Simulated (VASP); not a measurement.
# MnSb2: relaxation of cell and atoms with PBE

The system is MnSb2.

```
CELL_PARAMETERS angstrom
5.37561 0.00000 0.00000
0.00000 5.37561 0.00000
0.00000 0.00000 5.37561
ATOMIC_POSITIONS crystal
Mn 0.00000 0.00000 0.00000
Mn 0.50000 0.50000 0.50000
Sb 0.25000 0.25000 0.25000
Sb 0.25000 0.75000 0.75000
Sb 0.75000 0.75000 0.25000
Sb 0.75000 0.25000 0.75000
```

```json
{
 "Program": "VASP 6.6.1",
 "Task": "relaxation of cell and atoms",
 "Functional": "PBE",
 "Potentials or basis": "VASP PAW PBE potentials, release 64 (Mn_pv, Sb)",
 "Cutoff": "600 eV",
 "k mesh": "4 × 4 × 4",
 "Occupations": "gaussian, width 0.1 eV",
 "Spin": "collinear spin, ferromagnetic start",
 "Starting moments": "[1.09, 1.09, 0.0, 0.0, 0.0, 0.0] μB",
 "Dipole correction": "no",
 "Further INCAR settings": "ALGO = Normal; EDIFF = 1e-06; IBRION = 2; EDIFFG = -0.04; NSW = 90; ISIF = 3"
}
```

| Quantity | Value |
| --- | --- |
| Relaxed volume | 27.94 Å³/atom |
| Relaxed cell | a = 5.514 Å, b = 5.514 Å, c = 5.514 Å, α = 90.00°, β = 90.00°, γ = 90.00° |
| Space group after relaxing (to 0.1 Å) | Pn-3m (No. 224) |
| Energy gained by relaxing | 30.2 meV/atom |
| Ionic steps | 6 |
| Pressure after relaxing | 0.1 GPa |
| Band gap on the k mesh | zero (filled and empty bands overlap) |
| Net moment | 0.00 μB per cell |
| Valence electrons inside the program's atomic spheres | Mn 11.93; Sb 2.44 |

The path:
```csv
step,energy change (eV),largest force (eV/Å),pressure (GPa),volume (Å³)
1,0.0000,0.0000,6.80,155.34
2,0.0077,0.0000,-4.21,181.36
3,-0.1798,0.0000,1.03,166.83
4,-0.1789,0.0000,-0.55,169.44
5,-0.1811,0.0000,-0.30,168.52
6,-0.1813,0.0000,0.06,167.66
```

Final structure:
```
Mn Sb
1.0
     5.51418    0.00000    0.00000
     0.00000    5.51418    0.00000
     0.00000    0.00000    5.51418
Mn Sb
2 4
Direct
  0.00000 0.00000 0.00000
  0.50000 0.50000 0.50000
  0.25000 0.25000 0.25000
  0.25000 0.75000 0.75000
  0.75000 0.75000 0.25000
  0.75000 0.25000 0.75000
```

Levels at points of the mesh, in eV from the Fermi level:
Spin up:
```tsv
k point	band 21	band 22	band 23	band 24	band 25	band 26
(0.00, 0.00, 0.00)	-0.41	0.01	0.01	0.01	0.37	0.37
(0.50, 0.00, 0.00)	-0.38	-0.38	-0.22	-0.22	0.76	0.76
(0.50, 0.50, 0.00)	-0.51	-0.51	-0.14	-0.14	1.08	1.08
(0.50, 0.50, 0.50)	-0.47	-0.02	-0.02	-0.02	2.04	2.04
```
Spin down:
```
           k point  band 19  band 20  band 21  band 22  band 23  band 24  band 25  band 26  band 27  band 28
(0.00, 0.00, 0.00)    -0.41    -0.41    -0.41     0.01     0.01     0.01     0.37     0.37     0.37     0.82
(0.50, 0.00, 0.00)    -0.93    -0.93    -0.39    -0.39    -0.22    -0.22     0.75     0.75     1.80     1.80
(0.50, 0.50, 0.00)    -0.95    -0.95    -0.51    -0.51    -0.14    -0.14     1.08     1.08     1.38     1.38
(0.50, 0.50, 0.50)    -1.24    -0.47    -0.47    -0.02    -0.02    -0.02     2.04     2.04     2.04     3.36
```

Run time: 21 min on 1 thread of Intel Xeon 8259CL (shared host), peak memory 0.46 GiB.

Caveat: spin-orbit coupling is left out, which moves the levels of the heavy elements.
